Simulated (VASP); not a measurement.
A run of VASP 6.6.1:

File INCAR:

```
SYSTEM = AlN
ALGO     = Normal         ! electronic algorithm
EDIFF    = 1E-6           ! SCF threshold, eV
ENCUT    = 520            ! plane-wave cutoff, eV
GGA      = PE             ! functional
ISIF     = 2              ! what is computed and relaxed
ISMEAR   = 0              ! smearing method
LASPH    = .TRUE.         ! aspherical terms in the spheres
LCHARG   = .FALSE.        ! write CHGCAR
LREAL    = .FALSE.        ! projectors in reciprocal space
LWAVE    = .FALSE.        ! write WAVECAR
NBANDS   = 16             ! bands
NELM     = 80             ! most SCF steps
PREC     = Accurate       ! precision mode
SIGMA    = 0.01           ! smearing width, eV
```

KPOINTS

```
k-points
0
G
  7 7 4
  0 0 0
```

POSCAR

```
AlN
1.0
    3.1336164949      0.0000000000      0.0000000000
   -1.5668082474      2.7137914077      0.0000000000
    0.0000000000      0.0000000000      5.0139877163
Al N
2 2
Direct
    0.3333333333      0.6666666667      0.0000000000
    0.6666666667      0.3333333333      0.5000000000
    0.3333333333      0.6666666667      0.3800000000
    0.6666666667      0.3333333333      0.8800000000
```

Potentials or basis: VASP PAW PBE potentials, release 64 (Al, N).

Command:

```bash
$ cat potpaw_PBE.64/Al/POTCAR potpaw_PBE.64/N/POTCAR > POTCAR
$ mpirun -np 1 vasp_std > vasp.out
```

Hardware: 1 thread of Intel(R) Xeon(R) Platinum 8488C (Sapphire Rapids) (shared host).

Q: How long does it take, and how much memory?

A: Wall time 7.3 s on 1 thread of Intel(R) Xeon(R) Platinum 8488C (Sapphire Rapids) (shared host), peak memory 0.15 GiB. Counts: scf iterations 13, k points 24.
